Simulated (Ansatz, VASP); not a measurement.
**Two plane-wave programs on YTaI6**

Contents of INCAR:

```
PREC = Accurate ; ENCUT = 600
EDIFF = 1E-7 ; ISMEAR = 0
SIGMA = 0.1 ; LREAL = False
LASPH = True ; NELM = 60
ALGO = Normal ; ISIF = 3
LWAVE = False ; LCHARG = False
GGA = PE ; IBRION = 2
NSW = 90 ; EDIFFG = -0.04
```

The input KPOINTS:

```
regular mesh
0
Gamma
  4 4 2
```

POSCAR

```
YTaI6
1.0
    6.1500000000      0.0000000000      0.0000000000
    0.0000000000      6.1500000000      0.0000000000
    0.0000000000      0.0000000000     12.3000000000
Y Ta I
1 1 6
Direct
    0.0000000000      0.0000000000      0.0000000000
    0.0000000000      0.0000000000      0.5000000000
    0.5000000000      0.0000000000      0.0000000000
    0.0000000000      0.5000000000      0.0000000000
    0.0000000000      0.0000000000      0.2528421000
    0.5000000000      0.0000000000      0.5000000000
    0.0000000000      0.5000000000      0.5000000000
    0.0000000000      0.0000000000      0.7471579000
```

Input for Ansatz:

```yaml
crystal:
  lattice:
    - [6.15, 0.0, 0.0]
    - [0.0, 6.15, 0.0]
    - [0.0, 0.0, 12.3]
  atoms:
    - { symbol: "Y", position: [0.0, 0.0, 0.0] }
    - { symbol: Ta, position: [0.0, 0.0, 0.5] }
    - { symbol: I, position: [0.5, 0.0, 0.0] }
    - { symbol: I, position: [0.0, 0.5, 0.0] }
    - { symbol: I, position: [0.0, 0.0, 0.2528421] }
    - { symbol: I, position: [0.5, 0.0, 0.5] }
    - { symbol: I, position: [0.0, 0.5, 0.5] }
    - { symbol: I, position: [0.0, 0.0, 0.7471579] }
basis:
  ecutwfc: 420
kpoints:
  mp_grid: { grid: [4, 4, 2] }
hamiltonian:
  xc: pbe
scf:
  occupations: { method: gaussian, width: 0.1 }
  lower_state_search: "off"
output:
  forces: true
  stress: true
  eigenvalues: true
relax:
  adjacent_minimum: "off"
  f_tol: 0.04
  max_steps: 70
  cell: { stress_tol: 0.4 }
```

Alike in both runs: task relaxation of cell and atoms; functional PBE; k mesh 4 × 4 × 2; occupations gaussian, width 0.1 eV; no spin polarisation.

|  | VASP | Ansatz |
| --- | --- | --- |
| version | VASP 6.6.1 | Ansatz 0.2.0 |
| potentials or method | VASP PAW PBE potentials, release 64 (Y_sv, Ta_pv, I), cutoff 600 eV | scalar-relativistic, plane waves, PAW |
| valence electrons in the cell | 64 | 126 |

```csv
,VASP,Ansatz,Ansatz less VASP
"gap on the k mesh at the Fermi level, each at its own relaxed structure (eV)",none,none,-
relaxed volume (Å³/atom),49.23,49.46,+0.232
relaxed length of the cell vector where the two differ most in proportion (Å),5.810,5.825,+0.0148
```

A gap of «none» marks a metal or a gap that the smearing closes. VASP's potentials hold 64 valence electrons a cell and Ansatz's 126, so a difference there can come from the potentials and not from the codes.

Neither program's run includes spin-orbit coupling. Noted on VASP's run: the volume moved by over 15 % at a fixed basis, so the end points are rough.
